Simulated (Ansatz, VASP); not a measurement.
## One calculation of BN, two programs

File INCAR:

```
SYSTEM = BN
PREC = Accurate ; ENCUT = 520
EDIFF = 1E-6 ; ISMEAR = 0
SIGMA = 0.05 ; LREAL = .FALSE.
LASPH = .TRUE. ; NELM = 60
ALGO = Normal ; ISIF = 2
LWAVE = .FALSE. ; LCHARG = .FALSE.
GGA = PE ; NBANDS = 16
```

File KPOINTS:

```
Automatic mesh
0
G
  12 12 6
  0 0 0
```

The input POSCAR:

```
BN
1.0
    2.5545800962      0.0000000000      0.0000000000
   -1.2772900481      2.2123312593      0.0000000000
    0.0000000000      0.0000000000      4.2245145363
B N
2 2
Direct
    0.6638401798      0.3471767777      1.0070706568
    0.3305068465      0.6805101110      0.5070706568
    0.6694931535      0.3194898890      0.6179293432
    0.3361598202      0.6528232223      0.1179293432
```

Input for Ansatz:

```yaml
crystal:
  lattice:
    - [2.5545800962, 0.0, 0.0]
    - [-1.2772900481, 2.2123312593, 0.0]
    - [0.0, 0.0, 4.2245145363]
  atoms:
    - { symbol: B, position: [0.6638401798, 0.3471767777, 1.0070706568] }
    - { symbol: B, position: [0.3305068465, 0.680510111, 0.5070706568] }
    - { symbol: "N", position: [0.6694931535, 0.319489889, 0.6179293432] }
    - { symbol: "N", position: [0.3361598202, 0.6528232223, 0.1179293432] }
basis:
  ecutwfc: 420
kpoints:
  mp_grid: { grid: [12, 12, 6] }
hamiltonian:
  xc: pbe
scf:
  occupations: { method: gaussian, width: 0.05 }
output:
  forces: true
  stress: true
  eigenvalues: true
```

Change from the starting cell: all B atoms moved 0.1 Å in one direction.

Alike in both runs: task single point; functional PBE; k mesh 12 × 12 × 6; occupations gaussian, width 0.05 eV; no spin polarisation.

```csv
,VASP,Ansatz
version,VASP 6.6.1,Ansatz 0.2.0
potentials or method,"VASP PAW PBE potentials, release 64 (B, N), cutoff 520 eV","scalar-relativistic, plane waves, PAW"
valence electrons in the cell,16,16
```

Ansatz gave:

```
gap on the k mesh at the Fermi level (eV)                     : 5.33
least direct gap on the mesh (eV)                             : 7.52
pressure (GPa)                                                : 3.7
traceless stress, the component that is largest in VASP (GPa) : 2.23
rms of the force components (eV/Å)                            : 1.473
```

Question: Estimate VASP's values.

Answer: gap on the k mesh at the Fermi level (eV): 5.32; least direct gap on the mesh (eV): 7.52; pressure (GPa): 3.8; traceless stress, the component that is largest in VASP (GPa): 2.29; rms of the force components (eV/Å): 1.480.

Atom by atom the forces differ by 0.007 eV/Å (rms over components).
